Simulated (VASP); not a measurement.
Set up this calculation in VASP 6.6.1, as the native input.

```
Task                   : relaxation of cell and atoms
Functional             : PBE
Potentials or basis    : VASP PAW PBE potentials, release 64 (Mg, Te)
Cutoff                 : 600 eV
k mesh                 : 10 × 10 × 10
Occupations            : gaussian, width 0.1 eV
Spin                   : no spin polarisation
Dipole correction      : no
Further INCAR settings : ALGO = Normal; EDIFF = 1e-06; IBRION = 2; EDIFFG = -0.01; NSW = 100; ISIF = 3
```

The structure of Mg3Te lies in POSCAR:

```
Mg3Te
1.0
   -3.0666922550      3.0666922550      3.0666922550
    3.0666922550     -3.0666922550      3.0666922550
    3.0666922550      3.0666922550     -3.0666922550
Mg Te
3 1
Direct
    0.0000000000      0.5000000000      0.5000000000
    0.5000000000      0.0000000000      0.5000000000
    0.5000000000      0.5000000000      0.0000000000
    0.0000000000      0.0000000000      0.0000000000
```

One way to write it, as run:

INCAR

```
  ALGO = Normal
  EDIFF = 1E-6
  EDIFFG = -0.01
  ENCUT = 600
  GGA = PE
  IBRION = 2
  ISIF = 3
  ISMEAR = 0
  LASPH = True
  LCHARG = False
  LREAL = False
  LWAVE = False
  NELM = 60
  NSW = 100
  PREC = Accurate
  SIGMA = 0.1
```

KPOINTS

```
k-points
0
Gamma
  10 10 10
```

Potentials or basis: VASP PAW PBE potentials, release 64 (Mg, Te).

Command:

```bash
$ cat potpaw_PBE.64/Mg/POTCAR potpaw_PBE.64/Te/POTCAR > POTCAR
$ mpirun -np 1 vasp_std > vasp.out
```

It gave:

| Quantity | Value |
| --- | --- |
| Relaxed volume | 28.94 Å³/atom |
| Relaxed cell | a = 5.318 Å, b = 5.318 Å, c = 5.318 Å, α = 109.47°, β = 109.47°, γ = 109.47° |
| Space group after relaxing (to 0.05 Å) | Im-3m (No. 229) |
| Energy gained by relaxing | 0.1 meV/atom |
| Ionic steps | 2 |
| Pressure after relaxing | 0.0 GPa |
| Band gap on the k mesh | zero (band 6 reaches 4.23 eV, above the bottom of band 7 at 2.75 eV) |

Caveat: spin-orbit coupling is left out, which moves the levels of the heavy elements.

Wall time 86 s on 1 thread of Intel(R) Xeon(R) Platinum 8488C (Sapphire Rapids), on a shared host, peak memory 0.32 GiB.
